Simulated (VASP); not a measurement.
# Sc3Ru (Pm-3m) in VASP: single point with PBE

Aim: the single point of Sc3Ru with PBE.

Program: VASP 6.6.1. These are calculated values, not measurements. Logs are shortened: lines on timing, memory, paths and dates and some standing lists are left out, and cuts for length are marked.

### Step 1. The cell of the first run

Symmetry: Pm-3m, No. 221, cubic system. The conventional cell has a = 3.818 Å, b = 3.818 Å, c = 3.818 Å, α = 90.00°, β = 90.00°, γ = 90.00°. Within 3.6 Å of Sc (site symmetry 4/mmm) lie 8 Sc at 2.70 Å and 4 Ru at 2.70 Å. Ru (site symmetry m-3m) has 12 Sc at 2.70 Å within 3.6 Å.

### Step 2. Single point, PBE

INCAR reads:

```
SYSTEM = Sc3Ru
PREC = Accurate ; ENCUT = 520
EDIFF = 1E-6 ; ISMEAR = 0
SIGMA = 0.1 ; LREAL = .False.
LASPH = .True. ; NELM = 60
ALGO = Normal ; ISIF = 2
LWAVE = .False. ; LCHARG = .False.
GGA = PE ; NBANDS = 32
```

KPOINTS reads:

```
regular mesh
0
Gamma
  4 4 4
  0 0 0
```

POSCAR reads:

```
Sc3Ru
1.0
    3.8176527300      0.0000000000      0.0000000000
    0.0000000000      3.8176527300      0.0000000000
    0.0000000000      0.0000000000      3.8176527300
Sc Ru
3 1
Direct
    0.0000000000      0.5000000000      0.5000000000
    0.5000000000      0.0000000000      0.5000000000
    0.5000000000      0.5000000000      0.0000000000
    0.0000000000      0.0000000000      0.0000000000
```

Potentials or basis: VASP PAW PBE potentials, release 64 (Sc_sv, Ru_pv).

Started as:

```
$ cat potpaw_PBE.64/Sc_sv/POTCAR potpaw_PBE.64/Ru_pv/POTCAR > POTCAR
$ mpirun -np 1 vasp_std > vasp.out
```

OUTCAR:

```text
SYSTEM = Sc3Ru
   PREC = Accurate
   ENCUT = 520
   EDIFF = 1E-6
   ISMEAR = 0
   LREAL = .False.
   LASPH = .True.
   NELM = 60
   ISIF = 2
   GGA = PE

 ion  position               nearest neighbor table
   1  0.000  0.500  0.500-   2 2.70   3 2.70   4 2.70   3 2.70   4 2.70   2 2.70   4 2.70   4 2.70
                             2 2.70   3 2.70   3 2.70   2 2.70
   2  0.500  0.000  0.500-   1 2.70   3 2.70   4 2.70   3 2.70   4 2.70   1 2.70   3 2.70   3 2.70
                             1 2.70   4 2.70   4 2.70   1 2.70
   3  0.500  0.500  0.000-   1 2.70   2 2.70   4 2.70   1 2.70   2 2.70   2 2.70   4 2.70   2 2.70
                             1 2.70   4 2.70   1 2.70   4 2.70
   4  0.000  0.000  0.000-   1 2.70   2 2.70   3 2.70   1 2.70   2 2.70   1 2.70   3 2.70   1 2.70
                             2 2.70   3 2.70   2 2.70   3 2.70

  LATTYP: Found a simple cubic cell.
 ALAT       =     3.8176527300

  Lattice vectors:

 A1 = (   3.8176527300,   0.0000000000,   0.0000000000)
 A2 = (   0.0000000000,   3.8176527300,   0.0000000000)
 A3 = (   0.0000000000,   0.0000000000,   3.8176527300)

Analysis of symmetry for initial positions (statically):
=====================================================================
 Subroutine PRICEL returns:
 Original cell was already a primitive cell.

 Routine SETGRP: Setting up the symmetry group for a
 simple cubic supercell.

 Subroutine GETGRP returns: Found 48 space group operations
 (whereof 48 operations were pure point group operations)
 out of a pool of 48 trial point group operations.

The static configuration has the point symmetry O_h .

Analysis of symmetry for dynamics (positions and initial velocities):
=====================================================================
 Subroutine PRICEL returns:
 Original cell was already a primitive cell.

 Routine SETGRP: Setting up the symmetry group for a
 simple cubic supercell.

 Subroutine GETGRP returns: Found 48 space group operations
 (whereof 48 operations were pure point group operations)
 out of a pool of 48 trial point group operations.

The dynamic configuration has the point symmetry O_h .

 Subroutine INISYM returns: Found 48 space group operations
 (whereof 48 operations are pure point group operations),
 and found     1 'primitive' translations

----------------------------------------------------------------------------------------

                                     Primitive cell

  volume of cell :      55.6403

  direct lattice vectors                    reciprocal lattice vectors
     3.817652730  0.000000000  0.000000000     0.261941059  0.000000000  0.000000000
     0.000000000  3.817652730  0.000000000     0.000000000  0.261941059  0.000000000
     0.000000000  0.000000000  3.817652730     0.000000000  0.000000000  0.261941059

  length of vectors
     3.817652730  3.817652730  3.817652730     0.261941059  0.261941059  0.261941059

  position of ions in fractional coordinates (direct lattice)
     0.000000000  0.500000000  0.500000000
     0.500000000  0.000000000  0.500000000
     0.500000000  0.500000000  0.000000000
     0.000000000  0.000000000  0.000000000

  ion indices of the primitive-cell ions
   primitive index   ion index
                 1           1
                 2           2
                 3           3
                 4           4

----------------------------------------------------------------------------------------

 KPOINTS: regular mesh

Automatic generation of k-mesh.
 Grid dimensions read from file:
 generate k-points for:    4    4    4

 Generating k-lattice:

  Cartesian coordinates                     Fractional coordinates (reciprocal lattice)
     0.065485265  0.000000000  0.000000000     0.250000000  0.000000000  0.000000000
     0.000000000  0.065485265  0.000000000     0.000000000  0.250000000  0.000000000
     0.000000000  0.000000000  0.065485265     0.000000000  0.000000000  0.250000000

  Length of vectors
     0.065485265  0.065485265  0.065485265

  Shift w.r.t. Gamma in fractional coordinates (k-lattice)
     0.000000000  0.000000000  0.000000000

 Subroutine IBZKPT returns following result:
 ===========================================

 Found     10 irreducible k-points:

 Following reciprocal coordinates:
            Coordinates               Weight
  0.000000  0.000000  0.000000      1.000000
  0.250000  0.000000  0.000000      6.000000
  0.500000  0.000000  0.000000      3.000000
  0.250000  0.250000  0.000000     12.000000
  0.500000  0.250000  0.000000     12.000000
  0.500000  0.500000  0.000000      3.000000
  0.250000  0.250000  0.250000      8.000000
  0.500000  0.250000  0.250000     12.000000
  0.500000  0.500000  0.250000      6.000000
  0.500000  0.500000  0.500000      1.000000
   k-points           NKPTS =     10   k-points in BZ     NKDIM =     10   number of bands    NBANDS=     32
   number of dos      NEDOS =    301   number of ions     NIONS =      4
   total plane-waves  NPLWV =  21952
   dimension x,y,z NGX =    28 NGY =   28 NGZ =   28
   dimension x,y,z NGXF=    56 NGYF=   56 NGZF=   56
   ions per type =               3   1
   NGX,Y,Z   is equivalent  to a cutoff of  12.19, 12.19, 12.19 a.u.
   NGXF,Y,Z  is equivalent  to a cutoff of  24.39, 24.39, 24.39 a.u.
 SYSTEM =  Sc3Ru
   PREC   = accura    normal or accurate (medium, high low for compatibility)
   ISTART =      0    job   : 0-new  1-cont  2-samecut
   ICHARG =      2    charge: 1-file 2-atom 10-const
   ISPIN  =      1    spin polarized calculation?
   LNONCOLLINEAR =      F non collinear calculations
   LSORBIT =      F    spin-orbit coupling
   LASPH  =      T    aspherical Exc in radial PAW
   ENCUT  =  520.0 eV  38.22 Ry    6.18 a.u.   7.10  7.10  7.10*2*pi/ulx,y,z
   NELM   =     60;   NELMIN=  2; NELMDL= -5     # of ELM steps
   EDIFF  = 0.1E-05   stopping-criterion for ELM
   LREAL  =      F    real-space projection
   EDIFFG = 0.1E-04   stopping-criterion for IOM
   NSW    =      0    number of steps for IOM
   IBRION =     -1    ionic relax: 0-MD 1-quasi-New 2-CG
   NFREE  =      0    steps in history (QN), initial steepest desc. (CG)
   ISIF   =      2    stress and relaxation
   ISYM   =      2    0-nonsym 1-usesym 2-fastsym
   POTIM  = 0.5000    time-step for ionic-motion
   TEBEG  =    0.0;   TEEND  =   0.0 temperature during run
   PSTRESS=    0.0 pullay stress
   NELECT =      47.0000    total number of electrons
   NUPDOWN=      -1.0000    fix difference up-down
   EMIN   =  10.00;   EMAX   =-10.00  energy-range for DOS
   EFERMI =   0.00;   METHOD = LEGACY
   ISMEAR =     0;   SIGMA  =   0.10  broadening in eV -4-tet -1-fermi 0-gaus
   EFERMI_NEDOS =   21; number of points for ismear=-14 and -15
   IALGO  =     38    algorithm
   IMIX   =      4    mixing-type and parameters
     AMIX     =   0.40;   BMIX     =  1.00
     AMIX_MAG =   1.60;   BMIX_MAG =  1.00
  volume/ion in A,a.u.               =      13.91        93.87
  Fermi-wavevector in a.u.,A,eV,Ry     =   1.547549  2.924443 32.584693  2.394907
  Thomas-Fermi vector in A             =   2.652626
   LORBIT       =      0    0 simple, 1 ext, 2 COOP (PROOUT), +10 PAW based schemes
   GGA     = PE    functional components
   LHFCALC =     F    Hartree Fock is set to
   AEXX    =    0.0000 exact exchange contribution
   IVDW    =     0    specifies the selected vdW correction
   LEPSILON=     F    determine dielectric tensor
   LRPA    =     F    only Hartree local field effects (RPA)
 non-spin polarized calculation
 Gauss-broadening in eV      SIGMA  =   0.10
  energy-cutoff  :      520.00
  volume of cell :       55.64
 maximum number of plane-waves:      1516
   NGX = 15   NGY = 15   NGZ = 15

 number of electron      46.9999993 magnetization

 Free energy of the ion-electron system (eV)
  ---------------------------------------------------
  ext. energy  EPLUGINS =         0.00000000
  ---------------------------------------------------
  free energy    TOTEN  =       -25.13656309 eV

  energy without entropy =      -25.11299113  energy(sigma->0) =      -25.12477711

 E-fermi :   9.1323     XC(G=0): -12.8136

 val. band max:        9.1262007590   @ k =   0.5000   0.5000   0.2500
 cond. band min:       9.1485428451   @ k =   0.5000   0.2500   0.0000
 fundamental gap:      0.0223420861
 Fermi energy:         9.1322929327

 k-point     1 :       0.0000    0.0000    0.0000
  band No.  band energies     occupation
      1     -39.5736      2.00000
      2     -39.0280      2.00000
      3     -39.0280      2.00000
      4     -33.1025      2.00000
      5     -33.1025      2.00000
      6     -33.1025      2.00000
[... 24 lines left out ...]
     31      14.6381      0.00000
     32      14.6381      0.00000

 k-point     2 :       0.2500    0.0000    0.0000
  band No.  band energies     occupation
      1     -39.5094      2.00000
      2     -39.1002      2.00000
      3     -39.0262      2.00000
      4     -33.1007      2.00000
      5     -33.1007      2.00000
      6     -33.0957      2.00000
[... 24 lines left out ...]
     31      13.6990      0.00000
     32      14.2941      0.00000

 k-point     3 :       0.5000    0.0000    0.0000
  band No.  band energies     occupation
      1     -39.4059      2.00000
      2     -39.2117      2.00000
      3     -39.0244      2.00000
      4     -33.0990      2.00000
      5     -33.0990      2.00000
      6     -33.0890      2.00000
[... 24 lines left out ...]
     31      12.8171      0.00000
     32      12.8893      0.00000

 k-point     4 :       0.2500    0.2500    0.0000
  band No.  band energies     occupation
      1     -39.4496      2.00000
      2     -39.1219      2.00000
      3     -39.0661      2.00000
      4     -33.1024      2.00000
      5     -33.0990      2.00000
      6     -33.0942      2.00000
[... 164 lines left out ...]
     31      12.1646      0.00000
     32      14.0410      0.00000

 k-point     9 :       0.5000    0.5000    0.2500
  band No.  band energies     occupation
      1     -39.2086      2.00000
      2     -39.2086      2.00000
      3     -39.2065      2.00000
      4     -33.1104      2.00000
      5     -33.1104      2.00000
      6     -33.1069      2.00000
[... 24 lines left out ...]
     31      11.3534      0.00000
     32      13.8187      0.00000

 k-point    10 :       0.5000    0.5000    0.5000
  band No.  band energies     occupation
      1     -39.2036      2.00000
      2     -39.2036      2.00000
      3     -39.2036      2.00000
      4     -33.1182      2.00000
      5     -33.1182      2.00000
      6     -33.1182      2.00000
[... 24 lines left out ...]
     31      11.6636      0.00000
     32      14.2774      0.00000

------------------------ aborting loop because EDIFF is reached ----------------------------------------

  FORCE on cell =-STRESS in cart. coord.  units (eV):
  Direction    XX          YY          ZZ          XY          YZ          ZX
  --------------------------------------------------------------------------------------
  -------------------------------------------------------------------------------------
  Total       19.6960804     19.6960804     19.6960804      0.0000000      0.0000000     -0.0000000
  in kB      567.1541685    567.1541685    567.1541685      0.0000000      0.0000000     -0.0000000
  external PRESSURE =     567.1541685 kB  Pullay stress =       0.0000000 kB

 VOLUME and BASIS-vectors are now :
 -----------------------------------------------------------------------------
  energy-cutoff  :      520.00
  volume of cell :       55.64
      direct lattice vectors                 reciprocal lattice vectors
     3.817652730  0.000000000  0.000000000     0.261941059  0.000000000  0.000000000
     0.000000000  3.817652730  0.000000000     0.000000000  0.261941059  0.000000000
     0.000000000  0.000000000  3.817652730     0.000000000  0.000000000  0.261941059

 POSITION                                       TOTAL-FORCE (eV/Angst)
 -----------------------------------------------------------------------------------
      0.00000      1.90883      1.90883         0.000000      0.000000      0.000000
      1.90883      0.00000      1.90883         0.000000      0.000000      0.000000
      1.90883      1.90883      0.00000         0.000000      0.000000      0.000000
      0.00000      0.00000      0.00000         0.000000      0.000000      0.000000
 -----------------------------------------------------------------------------------
    total drift:                                0.000000      0.000000      0.000000

  FREE ENERGIE OF THE ION-ELECTRON SYSTEM (eV)
  ---------------------------------------------------
  free  energy   TOTEN  =       -25.1365630949 eV

  energy  without entropy=      -25.1129911252  energy(sigma->0) =      -25.12477711
```

Wall time 15 s (1 thread of Intel Xeon Platinum 8488C (Sapphire Rapids), shared host); peak memory 0.16 GiB.

Results:

| Quantity | Value |
| --- | --- |
| Free energy | -25.1366 eV |
| Pressure | 56.7 GPa |

Caveat: the k points lie up to 0.41 Å⁻¹ apart.
